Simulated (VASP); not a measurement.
# AlN in VASP: further runs

Runs on AlN. Level: PBE. Tasks: relaxation of cell and atoms, single point.

All numbers are computed with VASP 6.6.1; they aren't measurements. Logs are shortened: lines on timing, memory, paths and dates and some standing lists are left out, and cuts for length are marked.

## 1. The cell of the first run

The structure is cubic, space group Fm-3m (No. 225). Conventional cell: a = 4.071 Å, b = 4.071 Å, c = 4.071 Å, α = 90.00°, β = 90.00°, γ = 90.00°. Al (site symmetry m-3m) has 6 N at 2.04 Å within 2.7 Å. Within 2.7 Å of N (site symmetry m-3m) lie 6 Al at 2.04 Å.

## 2. Relaxation of cell and atoms, PBE

INCAR

```
SYSTEM = AlN
  ALGO = Normal
  EDIFF = 1E-7
  EDIFFG = -0.01
  ENCUT = 600
  GGA = PE
  IBRION = 2
  ISIF = 3
  ISMEAR = 0
  LASPH = .True.
  LCHARG = .False.
  LREAL = .False.
  LWAVE = .False.
  NELM = 80
  NSW = 100
  PREC = Accurate
  SIGMA = 0.02
```

KPOINTS

```
k-points
0
Gamma
  10 10 10
  0 0 0
```

POSCAR

```
AlN
1.0
    0.0000000000      2.0352648426      2.0352648426
    2.0352648426      0.0000000000      2.0352648426
    2.0352648426      2.0352648426      0.0000000000
Al N
1 1
Direct
    0.0000000000      0.0000000000      0.0000000000
    0.5000000000      0.5000000000      0.5000000000
```

Potentials or basis: VASP PAW PBE potentials, release 64 (Al, N).

On the command line:

```bash
cat potpaw_PBE.64/Al/POTCAR potpaw_PBE.64/N/POTCAR > POTCAR
mpirun -np 1 vasp_std > vasp.out
```

OUTCAR:

```text
SYSTEM = AlN
   EDIFF = 1E-7
   EDIFFG = -0.01
   ENCUT = 600
   GGA = PE
   IBRION = 2
   ISIF = 3
   ISMEAR = 0
   LASPH = .True.
   LREAL = .False.
   NELM = 80
   NSW = 100
   PREC = Accurate

 ion  position               nearest neighbor table
   1  0.000  0.000  0.000-   2 2.04   2 2.04   2 2.04   2 2.04   2 2.04   2 2.04
   2  0.500  0.500  0.500-   1 2.04   1 2.04   1 2.04   1 2.04   1 2.04   1 2.04

  LATTYP: Found a face centered cubic cell.
 ALAT       =     4.0705296852

  Lattice vectors:

 A1 = (   0.0000000000,   2.0352648426,   2.0352648426)
 A2 = (   2.0352648426,   0.0000000000,   2.0352648426)
 A3 = (   2.0352648426,   2.0352648426,   0.0000000000)

Analysis of symmetry for initial positions (statically):
=====================================================================
 Subroutine PRICEL returns:
 Original cell was already a primitive cell.

 Routine SETGRP: Setting up the symmetry group for a
 face centered cubic supercell.

 Subroutine GETGRP returns: Found 48 space group operations
 (whereof 48 operations were pure point group operations)
 out of a pool of 48 trial point group operations.

The static configuration has the point symmetry O_h .

Analysis of symmetry for dynamics (positions and initial velocities):
=====================================================================
 Subroutine PRICEL returns:
 Original cell was already a primitive cell.

 Routine SETGRP: Setting up the symmetry group for a
 face centered cubic supercell.

 Subroutine GETGRP returns: Found 48 space group operations
 (whereof 48 operations were pure point group operations)
 out of a pool of 48 trial point group operations.

The dynamic configuration has the point symmetry O_h .

 Subroutine INISYM returns: Found 48 space group operations
 (whereof 48 operations are pure point group operations),
 and found     1 'primitive' translations

----------------------------------------------------------------------------------------

                                     Primitive cell

  volume of cell :      16.8614

  direct lattice vectors                    reciprocal lattice vectors
     0.000000000  2.035264843  2.035264843    -0.245668274  0.245668274  0.245668274
     2.035264843  0.000000000  2.035264843     0.245668274 -0.245668274  0.245668274
     2.035264843  2.035264843  0.000000000     0.245668274  0.245668274 -0.245668274

  length of vectors
     2.878299143  2.878299143  2.878299143     0.425509932  0.425509932  0.425509932

  position of ions in fractional coordinates (direct lattice)
     0.000000000  0.000000000  0.000000000
     0.500000000  0.500000000  0.500000000

  ion indices of the primitive-cell ions
   primitive index   ion index
                 1           1
                 2           2

----------------------------------------------------------------------------------------

 KPOINTS: k-points

Automatic generation of k-mesh.
 Grid dimensions read from file:
 generate k-points for:   10   10   10

 Generating k-lattice:

  Cartesian coordinates                     Fractional coordinates (reciprocal lattice)
    -0.024566827  0.024566827  0.024566827     0.100000000  0.000000000  0.000000000
     0.024566827 -0.024566827  0.024566827     0.000000000  0.100000000  0.000000000
     0.024566827  0.024566827 -0.024566827     0.000000000  0.000000000  0.100000000

  Length of vectors
     0.042550993  0.042550993  0.042550993

  Shift w.r.t. Gamma in fractional coordinates (k-lattice)
     0.000000000  0.000000000  0.000000000

 Subroutine IBZKPT returns following result:
 ===========================================

 Found     47 irreducible k-points:

 Following reciprocal coordinates:
            Coordinates               Weight
  0.000000  0.000000  0.000000      1.000000
  0.100000  0.000000  0.000000      8.000000
  0.200000  0.000000  0.000000      8.000000
  0.300000  0.000000  0.000000      8.000000
  0.400000  0.000000  0.000000      8.000000
  0.500000  0.000000  0.000000      4.000000
[... 16 lines left out ...]
  0.300000  0.300000  0.000000      6.000000
  0.400000  0.300000  0.000000     24.000000
 [... further k-points ...]
   k-points           NKPTS =     47   k-points in BZ     NKDIM =     47   number of bands    NBANDS=      8
   number of dos      NEDOS =    301   number of ions     NIONS =      2
   total plane-waves  NPLWV =  13824
   dimension x,y,z NGX =    24 NGY =   24 NGZ =   24
   dimension x,y,z NGXF=    48 NGYF=   48 NGZF=   48
   ions per type =               1   1
   NGX,Y,Z   is equivalent  to a cutoff of  13.86, 13.86, 13.86 a.u.
   NGXF,Y,Z  is equivalent  to a cutoff of  27.72, 27.72, 27.72 a.u.
 SYSTEM =  AlN
   PREC   = accura    normal or accurate (medium, high low for compatibility)
   ISTART =      0    job   : 0-new  1-cont  2-samecut
   ICHARG =      2    charge: 1-file 2-atom 10-const
   ISPIN  =      1    spin polarized calculation?
   LNONCOLLINEAR =      F non collinear calculations
   LSORBIT =      F    spin-orbit coupling
   LASPH  =      T    aspherical Exc in radial PAW
   ENCUT  =  600.0 eV  44.10 Ry    6.64 a.u.   5.75  5.75  5.75*2*pi/ulx,y,z
   NELM   =     80;   NELMIN=  2; NELMDL= -5     # of ELM steps
   EDIFF  = 0.1E-06   stopping-criterion for ELM
   LREAL  =      F    real-space projection
   EDIFFG = -.1E-01   stopping-criterion for IOM
   NSW    =    100    number of steps for IOM
   IBRION =      2    ionic relax: 0-MD 1-quasi-New 2-CG
   NFREE  =      1    steps in history (QN), initial steepest desc. (CG)
   ISIF   =      3    stress and relaxation
   ISYM   =      2    0-nonsym 1-usesym 2-fastsym
   POTIM  = 0.5000    time-step for ionic-motion
   TEBEG  =    0.0;   TEEND  =   0.0 temperature during run
   PSTRESS=    0.0 pullay stress
   NELECT =       8.0000    total number of electrons
   NUPDOWN=      -1.0000    fix difference up-down
   EMIN   =  10.00;   EMAX   =-10.00  energy-range for DOS
   EFERMI =   0.00;   METHOD = LEGACY
   ISMEAR =     0;   SIGMA  =   0.02  broadening in eV -4-tet -1-fermi 0-gaus
   EFERMI_NEDOS =   21; number of points for ismear=-14 and -15
   IALGO  =     38    algorithm
   IMIX   =      4    mixing-type and parameters
     AMIX     =   0.40;   BMIX     =  1.00
     AMIX_MAG =   1.60;   BMIX_MAG =  1.00
  volume/ion in A,a.u.               =       8.43        56.89
  Fermi-wavevector in a.u.,A,eV,Ry     =   1.276852  2.412900 22.182273  1.630351
  Thomas-Fermi vector in A             =   2.409485
   LORBIT       =      0    0 simple, 1 ext, 2 COOP (PROOUT), +10 PAW based schemes
   GGA     = PE    functional components
   LHFCALC =     F    Hartree Fock is set to
   AEXX    =    0.0000 exact exchange contribution
   IVDW    =     0    specifies the selected vdW correction
   LEPSILON=     F    determine dielectric tensor
   LRPA    =     F    only Hartree local field effects (RPA)
 conjugate gradient relaxation of ions
 non-spin polarized calculation
 Gauss-broadening in eV      SIGMA  =   0.02
  energy-cutoff  :      600.00
  volume of cell :       16.86
 maximum number of plane-waves:       588
   NGX = 11   NGY = 11   NGZ = 11

--------------------------------------- Ionic step        1  -------------------------------------------

 number of electron       8.0000000 magnetization

 Free energy of the ion-electron system (eV)
  ---------------------------------------------------
  ext. energy  EPLUGINS =         0.00000000
  ---------------------------------------------------
  free energy    TOTEN  =       -14.54764864 eV

  energy without entropy =      -14.54764864  energy(sigma->0) =      -14.54764864

------------------------ aborting loop because EDIFF is reached ----------------------------------------

  FORCE on cell =-STRESS in cart. coord.  units (eV):
  Direction    XX          YY          ZZ          XY          YZ          ZX
  --------------------------------------------------------------------------------------
  -------------------------------------------------------------------------------------
  Total       -0.0443484     -0.0443484     -0.0443484      0.0000000      0.0000000     -0.0000000
  in kB       -4.2140130     -4.2140130     -4.2140130      0.0000000      0.0000000     -0.0000000
  external PRESSURE =      -4.2140130 kB  Pullay stress =       0.0000000 kB
[... 57 lines left out ...]
  energy  without entropy=      -14.5476564847  energy(sigma->0) =      -14.54765648

--------------------------------------- Ionic step        3  -------------------------------------------

 number of electron       7.9999999 magnetization

 Free energy of the ion-electron system (eV)
  ---------------------------------------------------
  ext. energy  EPLUGINS =         0.00000000
  ---------------------------------------------------
  free energy    TOTEN  =       -14.54768681 eV

  energy without entropy =      -14.54768681  energy(sigma->0) =      -14.54768681

 E-fermi :   9.8979     XC(G=0): -12.1993

 val. band max:        9.7257886657   @ k =   0.0000   0.0000   0.0000
 cond. band min:      14.1551778815   @ k =   0.5000   0.5000   0.0000
 fundamental gap:      4.4293892158
 Fermi energy:         9.8979241655

 k-point     1 :       0.0000    0.0000    0.0000
  band No.  band energies     occupation
      1      -7.6612      2.00000
      2       9.7258      2.00000
      3       9.7258      2.00000
      4       9.7258      2.00000
      5      15.1410      0.00000
      6      21.8331      0.00000
      7      21.8331      0.00000
      8      21.8331      0.00000
[... 243 lines left out ...]
 k-point    24 :       0.4000    0.3000    0.0000
  band No.  band energies     occupation
      1      -4.7106      2.00000
      2       3.9510      2.00000
      3       6.9791      2.00000
      4       7.4869      2.00000
      5      15.7436      0.00000
      6      16.5991      0.00000
      7      21.7268      0.00000
      8      25.1022      0.00000

 [... further k-points ...]

------------------------ aborting loop because EDIFF is reached ----------------------------------------

  FORCE on cell =-STRESS in cart. coord.  units (eV):
  Direction    XX          YY          ZZ          XY          YZ          ZX
  --------------------------------------------------------------------------------------
  -------------------------------------------------------------------------------------
  Total        0.0007638      0.0007638      0.0007638     -0.0000000     -0.0000000      0.0000000
  in kB        0.0727006      0.0727006      0.0727006     -0.0000000     -0.0000000      0.0000000
  external PRESSURE =       0.0727006 kB  Pullay stress =       0.0000000 kB
[... 17 lines left out ...]
  FREE ENERGIE OF THE ION-ELECTRON SYSTEM (eV)
  ---------------------------------------------------
  free  energy   TOTEN  =       -14.5476868081 eV

  energy  without entropy=      -14.5476868081  energy(sigma->0) =      -14.54768681

 reached required accuracy - stopping structural energy minimisation
```

Wall time 7.4 s (1 thread of Intel Xeon Platinum 8488C (Sapphire Rapids), shared host); peak memory 0.13 GiB.

What came out:

| Quantity | Value |
| --- | --- |
| Free energy | -14.5477 eV |
| Relaxed volume | 8.42 Å³/atom |
| Relaxed cell | a = 2.877 Å, b = 2.877 Å, c = 2.877 Å, α = 60.00°, β = 60.00°, γ = 60.00° |
| Space group after relaxing (to 0.05 Å) | Fm-3m (No. 225) |
| Energy gained by relaxing | 0.0 meV/atom |
| Ionic steps | 3 |
| Pressure after relaxing | 0.0 GPa |
| Band gap on the k mesh | 4.43 eV, indirect (least direct gap 5.42 eV) |

Final structure:
```cif
data_structure
_symmetry_space_group_name_H-M 'P 1'
_symmetry_Int_Tables_number 1
_cell_length_a 2.8767
_cell_length_b 2.8767
_cell_length_c 2.8767
_cell_angle_alpha 60.000
_cell_angle_beta 60.000
_cell_angle_gamma 60.000
_cell_volume 16.83
loop_
_atom_site_label
_atom_site_type_symbol
_atom_site_fract_x
_atom_site_fract_y
_atom_site_fract_z
_atom_site_occupancy
Al1 Al 0.00000 0.00000 0.00000 1
N1 N 0.50000 0.50000 0.50000 1
```

A k mesh can miss the band edges. Expect the measured gap to be larger: semilocal functionals such as PBE lack the derivative discontinuity.

[end of part 1 of 2]
